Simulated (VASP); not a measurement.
# KBr in VASP: settings compared

KBr is run at these levels: PBE, r2SCAN; tasks: single point.

Everything below comes from runs of VASP 6.6.1. Logs are shortened: lines on timing, memory, paths and dates and some standing lists are left out, and cuts for length are marked.

### Step 1. The cell of the first run

The structure is tetragonal, space group P4/mmm (No. 123). The conventional cell has a = 3.976 Å, b = 3.976 Å, c = 4.053 Å, α = 90.00°, β = 90.00°, γ = 90.00°. K (site symmetry 4/mmm) has 8 Br at 3.47 Å and 6 K at 3.98 to 4.05 Å within 4.6 Å. Br (site symmetry 4/mmm) has 8 K at 3.47 Å and 6 Br at 3.98 to 4.05 Å within 4.6 Å.

### Step 2. Single point, PBE (uniaxial x strain +1.9%)

INCAR reads:

```
PREC     = Accurate       # precision mode
ENCUT    = 520            # plane-wave cutoff, eV
EDIFF    = 1E-6           # SCF threshold, eV
ISMEAR   = 0              # smearing method
SIGMA    = 0.01           # smearing width, eV
LREAL    = F              # projectors in reciprocal space
LASPH    = T              # aspherical terms in the spheres
NELM     = 60             # most SCF steps
ALGO     = Normal         # electronic algorithm
ISIF     = 2              # what is computed and relaxed
LWAVE    = F              # write WAVECAR
LCHARG   = T              # write CHGCAR
GGA      = PE             # functional
LELF     = T              # ELF
LVHAR    = T            
NBANDS   = 15             # bands
```

KPOINTS reads:

```
regular mesh
0
Gamma
  4 4 4
```

POSCAR reads:

```
KBr
1.0
    4.0526033391      0.0000000000      0.0000000000
    0.0000000000      3.9758690661      0.0000000000
    0.0000000000      0.0000000000      3.9758690661
K Br
1 1
Direct
    0.0000000000      0.0000000000      0.0000000000
    0.5000000000      0.5000000000      0.5000000000
```

Potentials or basis: VASP PAW PBE potentials, release 64 (K_sv, Br).

The run is started by

```sh
cat potpaw_PBE.64/K_sv/POTCAR potpaw_PBE.64/Br/POTCAR > POTCAR
mpirun -np 1 vasp_std > vasp.out
```

OUTCAR:

```text
PREC = Accurate
   ENCUT = 520
   EDIFF = 1E-6
   ISMEAR = 0
   LREAL = F
   LASPH = T
   NELM = 60
   ISIF = 2
   GGA = PE

 ion  position               nearest neighbor table
   1  0.000  0.000  0.000-
   2  0.500  0.500  0.500-

  LATTYP: Found a simple tetragonal cell.
 ALAT       =     3.9758690661
 C/A-ratio  =     1.0193000000

  Lattice vectors:

 A1 = (   0.0000000000,   3.9758690661,   0.0000000000)
 A2 = (   0.0000000000,   0.0000000000,   3.9758690661)
 A3 = (   4.0526033391,   0.0000000000,   0.0000000000)

Analysis of symmetry for initial positions (statically):
=====================================================================
 Subroutine PRICEL returns:
 Original cell was already a primitive cell.

 Routine SETGRP: Setting up the symmetry group for a
 simple tetragonal supercell.

 Subroutine GETGRP returns: Found 16 space group operations
 (whereof 16 operations were pure point group operations)
 out of a pool of 16 trial point group operations.

The static configuration has the point symmetry D_4h.

Analysis of symmetry for dynamics (positions and initial velocities):
=====================================================================
 Subroutine PRICEL returns:
 Original cell was already a primitive cell.

 Routine SETGRP: Setting up the symmetry group for a
 simple tetragonal supercell.

 Subroutine GETGRP returns: Found 16 space group operations
 (whereof 16 operations were pure point group operations)
 out of a pool of 16 trial point group operations.

The dynamic configuration has the point symmetry D_4h.

 Subroutine INISYM returns: Found 16 space group operations
 (whereof 16 operations are pure point group operations),
 and found     1 'primitive' translations

----------------------------------------------------------------------------------------

                                     Primitive cell

  volume of cell :      64.0617

  direct lattice vectors                    reciprocal lattice vectors
     4.052603339  0.000000000  0.000000000     0.246754966  0.000000000  0.000000000
     0.000000000  3.975869066  0.000000000     0.000000000  0.251517337  0.000000000
     0.000000000  0.000000000  3.975869066     0.000000000  0.000000000  0.251517337

  length of vectors
     4.052603339  3.975869066  3.975869066     0.246754966  0.251517337  0.251517337

  position of ions in fractional coordinates (direct lattice)
     0.000000000  0.000000000  0.000000000
     0.500000000  0.500000000  0.500000000

  ion indices of the primitive-cell ions
   primitive index   ion index
                 1           1
                 2           2

----------------------------------------------------------------------------------------

 KPOINTS: regular mesh

Automatic generation of k-mesh.
 Grid dimensions read from file:
 generate k-points for:    4    4    4

 Generating k-lattice:

  Cartesian coordinates                     Fractional coordinates (reciprocal lattice)
     0.061688742  0.000000000  0.000000000     0.250000000  0.000000000  0.000000000
     0.000000000  0.062879334  0.000000000     0.000000000  0.250000000  0.000000000
     0.000000000  0.000000000  0.062879334     0.000000000  0.000000000  0.250000000

  Length of vectors
     0.061688742  0.062879334  0.062879334

  Shift w.r.t. Gamma in fractional coordinates (k-lattice)
     0.000000000  0.000000000  0.000000000

 Subroutine IBZKPT returns following result:
 ===========================================

 Found     18 irreducible k-points:

 Following reciprocal coordinates:
            Coordinates               Weight
  0.000000  0.000000  0.000000      1.000000
  0.250000  0.000000  0.000000      2.000000
  0.500000  0.000000  0.000000      1.000000
  0.000000  0.250000  0.000000      4.000000
  0.250000  0.250000  0.000000      8.000000
  0.500000  0.250000  0.000000      4.000000
[... 10 lines left out ...]
  0.250000  0.500000  0.500000      2.000000
  0.500000  0.500000  0.500000      1.000000
   k-points           NKPTS =     18   k-points in BZ     NKDIM =     18   number of bands    NBANDS=     15
   number of dos      NEDOS =    301   number of ions     NIONS =      2
   total plane-waves  NPLWV =  27000
   dimension x,y,z NGX =    30 NGY =   30 NGZ =   30
   dimension x,y,z NGXF=    60 NGYF=   60 NGZF=   60
   ions per type =               1   1
   NGX,Y,Z   is equivalent  to a cutoff of  12.31, 12.54, 12.54 a.u.
   NGXF,Y,Z  is equivalent  to a cutoff of  24.61, 25.09, 25.09 a.u.
 SYSTEM =  unknown system
   PREC   = accura    normal or accurate (medium, high low for compatibility)
   ISTART =      0    job   : 0-new  1-cont  2-samecut
   ICHARG =      2    charge: 1-file 2-atom 10-const
   ISPIN  =      1    spin polarized calculation?
   LNONCOLLINEAR =      F non collinear calculations
   LSORBIT =      F    spin-orbit coupling
   LASPH  =      T    aspherical Exc in radial PAW
   ENCUT  =  520.0 eV  38.22 Ry    6.18 a.u.   7.54  7.39  7.39*2*pi/ulx,y,z
   NELM   =     60;   NELMIN=  2; NELMDL= -5     # of ELM steps
   EDIFF  = 0.1E-05   stopping-criterion for ELM
   LREAL  =      F    real-space projection
   EDIFFG = 0.1E-04   stopping-criterion for IOM
   NSW    =      0    number of steps for IOM
   IBRION =     -1    ionic relax: 0-MD 1-quasi-New 2-CG
   NFREE  =      0    steps in history (QN), initial steepest desc. (CG)
   ISIF   =      2    stress and relaxation
   ISYM   =      2    0-nonsym 1-usesym 2-fastsym
   POTIM  = 0.5000    time-step for ionic-motion
   TEBEG  =    0.0;   TEEND  =   0.0 temperature during run
   PSTRESS=    0.0 pullay stress
   NELECT =      16.0000    total number of electrons
   NUPDOWN=      -1.0000    fix difference up-down
   EMIN   =  10.00;   EMAX   =-10.00  energy-range for DOS
   EFERMI =   0.00;   METHOD = LEGACY
   ISMEAR =     0;   SIGMA  =   0.01  broadening in eV -4-tet -1-fermi 0-gaus
   EFERMI_NEDOS =   21; number of points for ismear=-14 and -15
   IALGO  =     38    algorithm
   IMIX   =      4    mixing-type and parameters
     AMIX     =   0.40;   BMIX     =  1.00
     AMIX_MAG =   1.60;   BMIX_MAG =  1.00
  volume/ion in A,a.u.               =      32.03       216.15
  Fermi-wavevector in a.u.,A,eV,Ry     =   1.030976  1.948263 14.461802  1.062912
  Thomas-Fermi vector in A             =   2.165102
   LORBIT       =      0    0 simple, 1 ext, 2 COOP (PROOUT), +10 PAW based schemes
   GGA     = PE    functional components
   LHFCALC =     F    Hartree Fock is set to
   AEXX    =    0.0000 exact exchange contribution
   IVDW    =     0    specifies the selected vdW correction
   LEPSILON=     F    determine dielectric tensor
   LRPA    =     F    only Hartree local field effects (RPA)
 non-spin polarized calculation
 Gauss-broadening in eV      SIGMA  =   0.01
  energy-cutoff  :      520.00
  volume of cell :       64.06
 maximum number of plane-waves:      1747
   NGX = 15   NGY = 15   NGZ = 15

 number of electron      15.9999997 magnetization

 Free energy of the ion-electron system (eV)
  ---------------------------------------------------
  ext. energy  EPLUGINS =         0.00000000
  ---------------------------------------------------
  free energy    TOTEN  =        -6.06882649 eV

  energy without entropy =       -6.06882649  energy(sigma->0) =       -6.06882649

 E-fermi :  -0.4611     XC(G=0):  -7.9553

 val. band max:       -0.5675044547   @ k =   0.5000   0.5000   0.0000
 cond. band min:       3.3544487543   @ k =   0.0000   0.0000   0.0000
 fundamental gap:      3.9219532090
 Fermi energy:        -0.4611284273

 k-point     1 :       0.0000    0.0000    0.0000
  band No.  band energies     occupation
      1     -29.2343      2.00000
      2     -13.4386      2.00000
      3     -12.6585      2.00000
      4     -12.6548      2.00000
      5     -12.6548      2.00000
      6      -0.9470      2.00000
      7      -0.8308      2.00000
      8      -0.8308      2.00000
      9       3.3544      0.00000
     10       5.1758      0.00000
     11       5.2522      0.00000
     12       9.0761      0.00000
     13       9.0761      0.00000
     14       9.1982      0.00000
     15      11.7191      0.00000

 k-point     2 :       0.2500    0.0000    0.0000
  band No.  band energies     occupation
      1     -29.2293      2.00000
      2     -13.5395      2.00000
      3     -12.6452      2.00000
      4     -12.6452      2.00000
      5     -12.5423      2.00000
      6      -1.9239      2.00000
      7      -0.8258      2.00000
      8      -0.8258      2.00000
      9       4.5788      0.00000
     10       5.7115      0.00000
     11       6.2874      0.00000
     12       9.0191      0.00000
     13       9.0191      0.00000
     14       9.4244      0.00000
     15       9.9799      0.00000

 k-point     3 :       0.5000    0.0000    0.0000
  band No.  band energies     occupation
      1     -29.2243      2.00000
      2     -13.6283      2.00000
      3     -12.6355      2.00000
      4     -12.6355      2.00000
      5     -12.4334      2.00000
      6      -2.6325      2.00000
      7      -0.8218      2.00000
      8      -0.8218      2.00000
      9       6.0036      0.00000
     10       6.5471      0.00000
     11       7.1445      0.00000
     12       8.3354      0.00000
     13       9.2154      0.00000
     14       9.2154      0.00000
     15       9.6986      0.00000

 k-point     4 :       0.0000    0.2500    0.0000
  band No.  band energies     occupation
      1     -29.2281      2.00000
      2     -13.5285      2.00000
      3     -12.6468      2.00000
      4     -12.6437      2.00000
      5     -12.5545      2.00000
      6      -1.8825      2.00000
      7      -0.9343      2.00000
      8      -0.8136      2.00000
      9       4.5558      0.00000
     10       5.6836      0.00000
     11       6.4364      0.00000
     12       8.9435      0.00000
     13       9.0368      0.00000
     14       9.3304      0.00000
     15      10.0548      0.00000
[... 199 lines left out ...]
 k-point    16 :       0.0000    0.5000    0.5000
  band No.  band energies     occupation
      1     -29.2102      2.00000
      2     -13.1598      2.00000
      3     -12.8189      2.00000
      4     -12.8189      2.00000
      5     -12.6172      2.00000
      6      -2.0415      2.00000
      7      -2.0415      2.00000
      8      -0.6586      2.00000
      9       4.6622      0.00000
     10       5.8293      0.00000
     11       7.3496      0.00000
     12       7.3496      0.00000
     13       9.9049      0.00000
     14       9.9049      0.00000
     15      10.5668      0.00000

 k-point    17 :       0.2500    0.5000    0.5000
  band No.  band energies     occupation
      1     -29.2058      2.00000
      2     -13.1000      2.00000
      3     -12.8020      2.00000
      4     -12.8020      2.00000
      5     -12.6880      2.00000
      6      -2.0746      2.00000
      7      -2.0746      2.00000
      8      -1.4516      2.00000
      9       5.5221      0.00000
     10       7.0781      0.00000
     11       7.0781      0.00000
     12       7.3646      0.00000
     13       9.4089      0.00000
     14       9.4089      0.00000
     15      10.6979      0.00000

 k-point    18 :       0.5000    0.5000    0.5000
  band No.  band energies     occupation
      1     -29.2014      2.00000
      2     -13.0382      2.00000
      3     -12.7851      2.00000
      4     -12.7851      2.00000
      5     -12.7575      2.00000
      6      -2.1091      2.00000
      7      -2.1091      2.00000
      8      -2.0710      2.00000
      9       6.8416      0.00000
     10       6.8829      0.00000
     11       6.8829      0.00000
     12       8.8128      0.00000
     13       8.9530      0.00000
     14       8.9530      0.00000
     15      10.5878      0.00000

------------------------ aborting loop because EDIFF is reached ----------------------------------------

  FORCE on cell =-STRESS in cart. coord.  units (eV):
  Direction    XX          YY          ZZ          XY          YZ          ZX
  --------------------------------------------------------------------------------------
  -------------------------------------------------------------------------------------
  Total        0.0334396      0.3191031      0.3191031      0.0000000      0.0000000     -0.0000000
  in kB        0.8363230      7.9807442      7.9807442      0.0000000      0.0000000     -0.0000000
  external PRESSURE =       5.5992705 kB  Pullay stress =       0.0000000 kB

 VOLUME and BASIS-vectors are now :
 -----------------------------------------------------------------------------
  energy-cutoff  :      520.00
  volume of cell :       64.06
      direct lattice vectors                 reciprocal lattice vectors
     4.052603339  0.000000000  0.000000000     0.246754966  0.000000000  0.000000000
     0.000000000  3.975869066  0.000000000     0.000000000  0.251517337  0.000000000
     0.000000000  0.000000000  3.975869066     0.000000000  0.000000000  0.251517337

 POSITION                                       TOTAL-FORCE (eV/Angst)
 -----------------------------------------------------------------------------------
      0.00000      0.00000      0.00000         0.000000      0.000000      0.000000
      2.02630      1.98793      1.98793         0.000000      0.000000      0.000000
 -----------------------------------------------------------------------------------
    total drift:                                0.000000      0.000000     -0.000000

  FREE ENERGIE OF THE ION-ELECTRON SYSTEM (eV)
  ---------------------------------------------------
  free  energy   TOTEN  =        -6.0688264858 eV

  energy  without entropy=       -6.0688264858  energy(sigma->0) =       -6.06882649
```

It took 18 s on 1 thread of Intel Xeon Platinum 8488C (Sapphire Rapids), shared host; peak memory 0.17 GiB.

What came out:

| Property | Result |
| --- | --- |
| Free energy | -6.0688 eV |
| Pressure | 0.6 GPa |
| Band gap on the k mesh | 3.92 eV, indirect (least direct gap 4.19 eV) |

Stress tensor (GPa, compression positive):
```
0.08 0.00 0.00
0.00 0.80 0.00
0.00 0.00 0.80
```

Caveat: the cell differs from its parent crystal (uniaxial x strain +1.9%).

### Step 3. Single point, PBE

This run uses another cell than the first one, of 31.42 Å³/atom, 0.981 times its volume.

INCAR reads:

```
SYSTEM = KBr
PREC = Accurate
ENCUT = 520
EDIFF = 1E-6
ISMEAR = -1
SIGMA = 0.02
LREAL = .FALSE.
LASPH = .TRUE.
NELM = 80
ALGO = Normal
ISIF = 2
LWAVE = .FALSE.
LCHARG = .FALSE.
GGA = PE
NBANDS = 15
```

KPOINTS reads:

```
Automatic mesh
0
G
  6 6 6
  0 0 0
```

Changes to POSCAR since step 2:

```diff
@@ -2,3 +2,3 @@
 1.0
-    4.0526033391      0.0000000000      0.0000000000
+    3.9758690661      0.0000000000      0.0000000000
     0.0000000000      3.9758690661      0.0000000000
```

Potentials or basis: VASP PAW PBE potentials, release 64 (K_sv, Br).

The run is started by

```sh
cat potpaw_PBE.64/K_sv/POTCAR potpaw_PBE.64/Br/POTCAR > POTCAR
mpirun -np 1 vasp_std > vasp.out
```

Run time: 16 s. Hardware: 1 thread of Intel Xeon Platinum 8488C (Sapphire Rapids), shared host; peak memory 0.17 GiB.

Results (log left out):

```
Free energy            : -6.0697 eV
Pressure               : 0.9 GPa
Band gap on the k mesh : 4.02 eV, indirect (least direct gap 4.30 eV)
```

Levels at points of the mesh, in eV from the valence-band top:
| k point | band 4 | band 5 | band 6 | band 7 | band 8 | band 9 | band 10 | band 11 | band 12 | band 13 |
| --- | --- | --- | --- | --- | --- | --- | --- | --- | --- | --- |
| (0.00, 0.00, 0.00) | -12.02 | -12.02 | -0.28 | -0.28 | -0.28 | 4.02 | 5.79 | 5.79 | 9.76 | 9.76 |
| (0.50, 0.00, 0.00) | -12.00 | -11.81 | -2.10 | -0.26 | -0.26 | 6.68 | 7.18 | 7.93 | 8.92 | 9.81 |
| (0.50, 0.50, 0.00) | -12.19 | -11.98 | -1.48 | -1.48 | 0.00 | 5.23 | 6.54 | 8.07 | 8.07 | 10.64 |
| (0.50, 0.50, 0.50) | -12.15 | -12.15 | -1.55 | -1.55 | -1.55 | 7.51 | 7.51 | 7.51 | 9.60 | 9.60 |

(Continued in part 2 of 2.)
